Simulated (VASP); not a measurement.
# C (P6_3/mmc) in VASP: relaxation of cell and atoms with r2SCAN

Aim: the relaxation of cell and atoms of C with r2SCAN.

All numbers are computed with VASP 6.6.1; they aren't measurements. Logs are shortened: lines on timing, memory, paths and dates and some standing lists are left out, and cuts for length are marked.

**1. The cell of the first run**

Symmetry: P6_3/mmc, No. 194, hexagonal system. Conventional cell: a = 2.456 Å, b = 2.456 Å, c = 7.055 Å, α = 90.00°, β = 90.00°, γ = 120.00°. Within 1.9 Å of C (site symmetry -6m2) lie 3 C at 1.42 Å. C (site symmetry -6m2) has 3 C at 1.42 Å within 1.9 Å.

**2. Relaxation of cell and atoms, r2SCAN, target pressure 15 GPa, at which the enthalpy is minimised**

Contents of POSCAR:

```
C
1.0
    2.4557581064      0.0000000000      0.0000000000
   -1.2278790532      2.1267489057      0.0000000000
    0.0000000000      0.0000000000      7.0547243027
C
4
Direct
    0.0000000000      0.0000000000      0.0024974354
    0.0000000000      0.0000000000      0.5024974354
    0.3333333333      0.6666666667      0.0025025646
    0.6666666667      0.3333333333      0.5025025646
```

Contents of INCAR.step1:

```
SYSTEM = C
  ALGO = Normal
  EDIFF = 1E-4
  ENCUT = 600
  GGA = PE
  ISMEAR = 0
  LASPH = .True.
  LCHARG = .False.
  LREAL = .False.
  LWAVE = .True.
  NELM = 80
  PREC = Accurate
  SIGMA = 0.01
```

Contents of INCAR.step2:

```
SYSTEM = C
  ALGO = Normal
  EDIFF = 1E-6
  EDIFFG = -0.002
  ENCUT = 600
  IBRION = 2
  ISIF = 3
  ISMEAR = 0
  ISTART = 1
  LASPH = .True.
  LCHARG = .False.
  LMIXTAU = .True.
  LREAL = .False.
  LWAVE = .False.
  METAGGA = R2SCAN
  NELM = 80
  NSW = 100
  PREC = Accurate
  PSTRESS = 150.0
  SIGMA = 0.01
```

Contents of KPOINTS:

```
k-points
0
Gamma
  10 10 4
  0 0 0
```

Potentials or basis: VASP PAW PBE potentials, release 64 (C).

On the command line:

```
$ cat potpaw_PBE.64/C/POTCAR > POTCAR
$ cp INCAR.step1 INCAR
$ mpirun -np 1 vasp_std > vasp.out
$ cp INCAR.step2 INCAR
$ mpirun -np 1 vasp_std > vasp.out
```

OUTCAR:

```text
SYSTEM = C
   EDIFF = 1E-6
   EDIFFG = -0.002
   ENCUT = 600
   IBRION = 2
   ISIF = 3
   ISMEAR = 0
   ISTART = 1
   LASPH = .True.
   LREAL = .False.
   METAGGA = R2SCAN
   NELM = 80
   NSW = 100
   PREC = Accurate
   PSTRESS = 150.0

 ion  position               nearest neighbor table
   1  0.000  0.000  0.002-   3 1.42   3 1.42   3 1.42
   2  0.000  0.000  0.502-   4 1.42   4 1.42   4 1.42
   3  0.333  0.667  0.003-   1 1.42   1 1.42   1 1.42
   4  0.667  0.333  0.503-   2 1.42   2 1.42   2 1.42

  LATTYP: Found a hexagonal cell.
 ALAT       =     2.4557581064
 C/A-ratio  =     2.8727276861

  Lattice vectors:

 A1 = (   2.4557581064,   0.0000000000,   0.0000000000)
 A2 = (  -1.2278790532,   2.1267489057,   0.0000000000)
 A3 = (   0.0000000000,   0.0000000000,   7.0547243027)

Analysis of symmetry for initial positions (statically):
=====================================================================
 Subroutine PRICEL returns:
 Original cell was already a primitive cell.

 Routine SETGRP: Setting up the symmetry group for a
 hexagonal supercell.

 Subroutine GETGRP returns: Found 12 space group operations
 (whereof  6 operations were pure point group operations)
 out of a pool of 24 trial point group operations.

The static configuration has the point symmetry C_3v.
 The point group associated with its full space group is C_6v.

Analysis of symmetry for dynamics (positions and initial velocities):
=====================================================================
 Subroutine PRICEL returns:
 Original cell was already a primitive cell.

 Routine SETGRP: Setting up the symmetry group for a
 hexagonal supercell.

 Subroutine GETGRP returns: Found 12 space group operations
 (whereof  6 operations were pure point group operations)
 out of a pool of 24 trial point group operations.

The dynamic configuration has the point symmetry C_3v.
 The point group associated with its full space group is C_6v.

 Subroutine INISYM returns: Found 12 space group operations
 (whereof  6 operations are pure point group operations),
 and found     1 'primitive' translations

----------------------------------------------------------------------------------------

                                     Primitive cell

  volume of cell :      36.8453

  direct lattice vectors                    reciprocal lattice vectors
     2.455758106  0.000000000  0.000000000     0.407206230  0.235100626  0.000000000
    -1.227879053  2.126748906  0.000000000     0.000000000  0.470201253  0.000000000
     0.000000000  0.000000000  7.054724303     0.000000000  0.000000000  0.141748984

  length of vectors
     2.455758106  2.455758106  7.054724303     0.470201253  0.470201253  0.141748984

  position of ions in fractional coordinates (direct lattice)
     0.000000000  0.000000000  0.002497435
     0.000000000  0.000000000  0.502497435
     0.333333333  0.666666667  0.002502565
     0.666666667  0.333333333  0.502502565

  ion indices of the primitive-cell ions
   primitive index   ion index
                 1           1
                 2           2
                 3           3
                 4           4

----------------------------------------------------------------------------------------

 KPOINTS: k-points

Automatic generation of k-mesh.
 Grid dimensions read from file:
 generate k-points for:   10   10    4

 Generating k-lattice:

  Cartesian coordinates                     Fractional coordinates (reciprocal lattice)
     0.040720623  0.023510063  0.000000000     0.100000000  0.000000000  0.000000000
     0.000000000  0.047020125  0.000000000     0.000000000  0.100000000  0.000000000
     0.000000000  0.000000000  0.035437246     0.000000000  0.000000000  0.250000000

  Length of vectors
     0.047020125  0.047020125  0.035437246

  Shift w.r.t. Gamma in fractional coordinates (k-lattice)
     0.000000000  0.000000000  0.000000000

 Subroutine IBZKPT returns following result:
 ===========================================

 Found     42 irreducible k-points:

 Following reciprocal coordinates:
            Coordinates               Weight
  0.000000  0.000000  0.000000      1.000000
  0.100000 -0.000000  0.000000      6.000000
  0.200000 -0.000000  0.000000      6.000000
  0.300000 -0.000000  0.000000      6.000000
  0.400000 -0.000000  0.000000      6.000000
  0.500000 -0.000000  0.000000      3.000000
[... 16 lines left out ...]
  0.300000  0.100000  0.250000     24.000000
  0.400000  0.100000  0.250000     24.000000
 [... further k-points ...]
   k-points           NKPTS =     42   k-points in BZ     NKDIM =     42   number of bands    NBANDS=     12
   number of dos      NEDOS =    301   number of ions     NIONS =      4
   total plane-waves  NPLWV =  22400
   dimension x,y,z NGX =    20 NGY =   20 NGZ =   56
   dimension x,y,z NGXF=    40 NGYF=   40 NGZF=  112
   ions per type =               4
   NGX,Y,Z   is equivalent  to a cutoff of  13.54, 13.54, 13.20 a.u.
   NGXF,Y,Z  is equivalent  to a cutoff of  27.08, 27.08, 26.39 a.u.
 SYSTEM =  C
   PREC   = accura    normal or accurate (medium, high low for compatibility)
   ISTART =      1    job   : 0-new  1-cont  2-samecut
   ICHARG =      0    charge: 1-file 2-atom 10-const
   ISPIN  =      1    spin polarized calculation?
   LNONCOLLINEAR =      F non collinear calculations
   LSORBIT =      F    spin-orbit coupling
   LASPH  =      T    aspherical Exc in radial PAW
   ENCUT  =  600.0 eV  44.10 Ry    6.64 a.u.   4.90  4.90 14.09*2*pi/ulx,y,z
   NELM   =     80;   NELMIN=  2; NELMDL=  0     # of ELM steps
   EDIFF  = 0.1E-05   stopping-criterion for ELM
   LREAL  =      F    real-space projection
   EDIFFG = -.2E-02   stopping-criterion for IOM
   NSW    =    100    number of steps for IOM
   IBRION =      2    ionic relax: 0-MD 1-quasi-New 2-CG
   NFREE  =      1    steps in history (QN), initial steepest desc. (CG)
   ISIF   =      3    stress and relaxation
   ISYM   =      2    0-nonsym 1-usesym 2-fastsym
   POTIM  = 0.5000    time-step for ionic-motion
   TEBEG  =    0.0;   TEEND  =   0.0 temperature during run
   PSTRESS=  150.0 pullay stress
   NELECT =      16.0000    total number of electrons
   NUPDOWN=      -1.0000    fix difference up-down
   EMIN   =  10.00;   EMAX   =-10.00  energy-range for DOS
   EFERMI =   0.00;   METHOD = LEGACY
   ISMEAR =     0;   SIGMA  =   0.01  broadening in eV -4-tet -1-fermi 0-gaus
   EFERMI_NEDOS =   21; number of points for ismear=-14 and -15
   IALGO  =     38    algorithm
   IMIX   =      4    mixing-type and parameters
     AMIX     =   0.40;   BMIX     =  1.00
     AMIX_MAG =   1.60;   BMIX_MAG =  1.00
  volume/ion in A,a.u.               =       9.21        62.16
  Fermi-wavevector in a.u.,A,eV,Ry     =   1.239712  2.342716 20.910608  1.536886
  Thomas-Fermi vector in A             =   2.374184
   LORBIT       =      0    0 simple, 1 ext, 2 COOP (PROOUT), +10 PAW based schemes
   METAGGA = R2SCAN    functional components
   LHFCALC =     F    Hartree Fock is set to
   AEXX    =    0.0000 exact exchange contribution
   IVDW    =     0    specifies the selected vdW correction
   LEPSILON=     F    determine dielectric tensor
   LRPA    =     F    only Hartree local field effects (RPA)
 conjugate gradient relaxation of ions
 non-spin polarized calculation
 Gauss-broadening in eV      SIGMA  =   0.01
  energy-cutoff  :      600.00
  volume of cell :       36.85
 maximum number of plane-waves:      1255
 NGX is ok and might be reduce to    20
   NGX =  9   NGY =  9   NGZ = 29

--------------------------------------- Ionic step        1  -------------------------------------------

 number of electron      16.0000000 magnetization

 Free energy of the ion-electron system (eV)
  ---------------------------------------------------
  ext. energy  EPLUGINS =         0.00000000
  ---------------------------------------------------
  free energy    TOTEN  =       -39.77327645 eV

  energy without entropy =      -39.77327645  energy(sigma->0) =      -39.77327645

------------------------ aborting loop because EDIFF is reached ----------------------------------------

  FORCE on cell =-STRESS in cart. coord.  units (eV):
  Direction    XX          YY          ZZ          XY          YZ          ZX
  --------------------------------------------------------------------------------------
  -------------------------------------------------------------------------------------
  Total        0.1025746      0.1025746     -0.0708963      0.0000000     -0.0000000      0.0000000
  in kB        4.4603441      4.4603441     -3.0828514      0.0000000     -0.0000000      0.0000000
  external PRESSURE =    -148.0540544 kB  Pullay stress =     150.0000000 kB
[... 103 lines left out ...]
  energy  without entropy=      -39.6920972952  energy(sigma->0) =      -39.69209730

  enthalpy is  TOTEN    =       -36.4124125964 eV   P V=        3.2796846988

[... ionic steps 4 to 13 ...]

--------------------------------------- Ionic step       14  -------------------------------------------

 number of electron      16.0000001 magnetization

------------------------ aborting loop because EDIFF is reached ----------------------------------------
[... 75 lines left out ...]
--------------------------------------- Ionic step       16  -------------------------------------------

 number of electron      16.0000001 magnetization

 Free energy of the ion-electron system (eV)
  ---------------------------------------------------
  ext. energy  EPLUGINS =         0.00000000
  ---------------------------------------------------
  free energy    TOTEN  =       -39.55278774 eV

  energy without entropy =      -39.55278774  energy(sigma->0) =      -39.55278774

 E-fermi :   6.1502     XC(G=0): -12.2507

 val. band max:        6.0787520724   @ k =   0.3000   0.3000   0.0000
 cond. band min:       6.7039843442   @ k =   0.3000   0.3000   0.0000
 fundamental gap:      0.6252322719
 Fermi energy:         6.1501643342

 k-point     1 :       0.0000    0.0000    0.0000
  band No.  band energies     occupation
      1     -15.1914      2.00000
      2     -14.3667      2.00000
      3      -3.7252      2.00000
      4       0.1818      2.00000
      5       3.1083      2.00000
      6       3.1083      2.00000
      7       3.1821      2.00000
      8       3.1821      2.00000
      9      12.5040      0.00000
     10      15.1845      0.00000
     11      15.1845      0.00000
     12      15.3529      0.00000
[... 331 lines left out ...]
 k-point    24 :       0.4000    0.1000    0.2500
  band No.  band energies     occupation
      1      -9.8578      2.00000
      2      -9.4396      2.00000
      3      -7.1914      2.00000
      4      -6.8509      2.00000
      5      -1.4079      2.00000
      6      -1.2308      2.00000
      7       2.7002      2.00000
      8       4.2699      2.00000
      9       8.1335      0.00000
     10       9.2345      0.00000
     11      15.1309      0.00000
     12      15.8975      0.00000

 [... further k-points ...]
[... 5 lines left out ...]
  --------------------------------------------------------------------------------------
  -------------------------------------------------------------------------------------
  Total        2.7883065      2.7883065      2.7851617      0.0000000      0.0000000      0.0000000
  in kB      150.3998469    150.3998469    150.2302174      0.0000000      0.0000000      0.0000000
  external PRESSURE =       0.3433037 kB  Pullay stress =     150.0000000 kB
[... 23 lines left out ...]
  energy  without entropy=      -39.5527877415  energy(sigma->0) =      -39.55278774

  enthalpy is  TOTEN    =       -36.7718940732 eV   P V=        2.7808936684

 reached required accuracy - stopping structural energy minimisation
```

Run time: 6.9 min. Hardware: 1 thread of Intel Xeon Platinum 8559C (Emerald Rapids), shared host; peak memory 0.16 GiB.

Results:

| Item | Value |
| --- | --- |
| Free energy | -39.5528 eV |
| Relaxed volume | 7.43 Å³/atom |
| Relaxed cell | a = 2.430 Å, b = 2.430 Å, c = 5.806 Å, α = 90.00°, β = 90.00°, γ = 120.00° |
| Space group after relaxing (to 0.1 Å) | P6_3/mmc (No. 194) |
| Energy change on relaxing (the run minimises the enthalpy) | +55.1 meV/atom |
| Ionic steps | 16 |
| Pressure after relaxing | 15.0 GPa |

The path:
| step | energy change (eV) | largest force (eV/Å) | pressure (GPa) | volume (Å³) |
| --- | --- | --- | --- | --- |
| 1 | 0.0000 | 0.0000 | 0.19 | 36.85 |
| 2 | 0.5149 | 0.0001 | 42.18 | 32.49 |
| 3 | 0.0812 | 0.0001 | 14.97 | 35.03 |
| 4 | 0.0770 | 0.0003 | 14.76 | 33.32 |
| 5 | 0.4168 | 0.0000 | 18.99 | 28.14 |
| 6 | 0.1754 | 0.0007 | 15.88 | 30.28 |
| 7 | 0.2210 | 0.0006 | 16.48 | 29.71 |
| 8 | 0.2309 | 0.0005 | 16.59 | 29.60 |
| 9 | 0.1889 | 0.0006 | 9.54 | 30.12 |
| 10 | 0.2195 | 0.0003 | 14.99 | 29.71 |
| 11 | 0.2197 | 0.0003 | 15.03 | 29.71 |
| 12 | 0.2203 | 0.0002 | 15.03 | 29.71 |
| 13 | 0.2204 | 0.0003 | 15.01 | 29.70 |
| 14 | 0.2207 | 0.0007 | 15.06 | 29.70 |
| 15 | 0.2205 | 0.0004 | 15.04 | 29.70 |
| 16 | 0.2205 | 0.0003 | 15.03 | 29.70 |

Final structure:
```
C
1.0
     2.43044    0.00000    0.00000
    -1.21522    2.10482    0.00000
     0.00000    0.00000    5.80635
C
4
Direct
  0.00000 0.00000 0.00250
  0.00000 0.00000 0.50250
  0.33333 0.66667 0.00250
  0.66667 0.33333 0.50250
```

Caveat: the cell is relaxed towards a set pressure, so the run minimises the enthalpy, not the energy; the volume moved by over 15 % at a fixed basis, so the end points are rough; the PAW data sets were made with another functional, which shifts forces and pressure a little.
